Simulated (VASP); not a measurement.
A run of VASP 6.6.1:

File POSCAR:

```
LiF
1.0
    4.1142021277      0.0000000000      0.0000000000
    0.0000000000      4.1142021277      0.0000000000
    0.0000000000      0.0000000000      4.1142021277
Li F
4 4
Direct
    0.0000000000      0.0000000000      0.0000000000
    0.5000000000      0.5000000000      0.0000000000
    0.5000000000      0.0000000000      0.5000000000
    0.0000000000      0.5000000000      0.5000000000
    0.5000000000      0.5000000000      0.5000000000
    1.0000000000      1.0000000000      0.5000000000
    1.0000000000      0.5000000000      1.0000000000
    0.5000000000      1.0000000000      1.0000000000
```

Contents of INCAR.step1:

```
SYSTEM = LiF
PREC = Accurate ; ENCUT = 650
EDIFF = 1E-5 ; ISMEAR = 0
SIGMA = 0.01 ; LREAL = .FALSE.
LASPH = .TRUE. ; NELM = 120
ALGO = Normal ; ISIF = 2
LWAVE = .TRUE. ; LCHARG = .FALSE.
NBANDS = 30 ; GGA = PE
GGA_COMPAT = .FALSE.
```

The input INCAR.step2:

```
SYSTEM = LiF
PREC = Accurate ; ENCUT = 650
EDIFF = 1E-6 ; ISMEAR = 0
SIGMA = 0.01 ; LREAL = .FALSE.
LASPH = .TRUE. ; NELM = 120
ALGO = Normal ; ISIF = 2
LWAVE = .FALSE. ; LCHARG = .FALSE.
GGA = PE ; LHFCALC = .TRUE.
AEXX = 1.0 ; ALDAC = 0.0
AGGAC = 0.0 ; PRECFOCK = Normal
NBANDS = 30 ; ISTART = 1
GGA_COMPAT = .FALSE.
```

The input KPOINTS:

```
regular mesh
0
G
  1 1 1
  0 0 0
```

Potentials or basis: VASP PAW PBE potentials, release 64 (Li_sv, F).

Launch:

```console
$ cat potpaw_PBE.64/Li_sv/POTCAR potpaw_PBE.64/F/POTCAR > POTCAR
$ cp INCAR.step1 INCAR
$ mpirun -np 1 vasp_gam > vasp.out
$ cp INCAR.step2 INCAR
$ mpirun -np 1 vasp_gam > vasp.out
```

Hardware: 1 thread of Intel(R) Xeon(R) Platinum 8259CL CPU @ 2.50GHz (Skylake/Cascade Lake), with other jobs on the host.

Problem. How long does it take, and how much memory?

Solution. Wall time 34 s on 1 thread of Intel(R) Xeon(R) Platinum 8259CL CPU @ 2.50GHz (Skylake/Cascade Lake) (shared host), peak memory 0.2 GiB. Counts: k points 1.
